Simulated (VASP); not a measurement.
## Zr: electric field gradients with PBE

Zr:

```
Zr
1.0
     3.29539    0.00000    0.00000
    -1.64769    2.85389    0.00000
     0.00000    0.00000    5.24795
Zr
2
Direct
  0.33333 0.66667 0.25000
  0.66667 0.33333 0.75000
```

This cell differs from its parent crystal: volume scaled by 1.06.

```yaml
Program: VASP 6.6.1
Task: electric field gradients
Functional: PBE
Potentials_or_basis: VASP PAW PBE potentials, release 64 (Zr_sv)
Cutoff: 520 eV
k_mesh: 13 × 13 × 7
Occupations: fermi-dirac, width 0.08 eV
Spin: no spin polarisation
Dipole_correction: no
Further_INCAR_settings: ALGO = Normal; EDIFF = 1e-08; NBANDS = 19
```

- Pressure: -4.5 GPa
- Band gap on the k mesh: zero (band 12 reaches 9.21 eV, above the bottom of band 13 at 8.10 eV)

Stress tensor (GPa, compression positive):
```
-4.64  0.00  0.00
 0.00 -4.64  0.00
 0.00  0.00 -4.36
```

Levels at points of the mesh, in eV from the Fermi level:
```csv
k point,band 9,band 10,band 11,band 12,band 13,band 14,band 15,band 16
"(0.00, 0.00, 0.00)",-5.54,-2.87,0.86,0.86,0.98,1.00,1.50,1.50
```

Electric field gradients, principal values (V/Å²):
| atom | least | middle | greatest (by size) |
| --- | --- | --- | --- |
| 1 Zr | -18.197 | -18.197 | 36.394 |
| 2 Zr | -18.197 | -18.197 | 36.394 |

Wall time 38 s on 1 thread of Intel(R) Xeon(R) Platinum 8559C (Emerald Rapids), on a shared host, peak memory 0.21 GiB.

Caveat: without QUAD_EFG the Cq values of the log hold for a quadrupole moment of 1 mb, not for the nuclei.
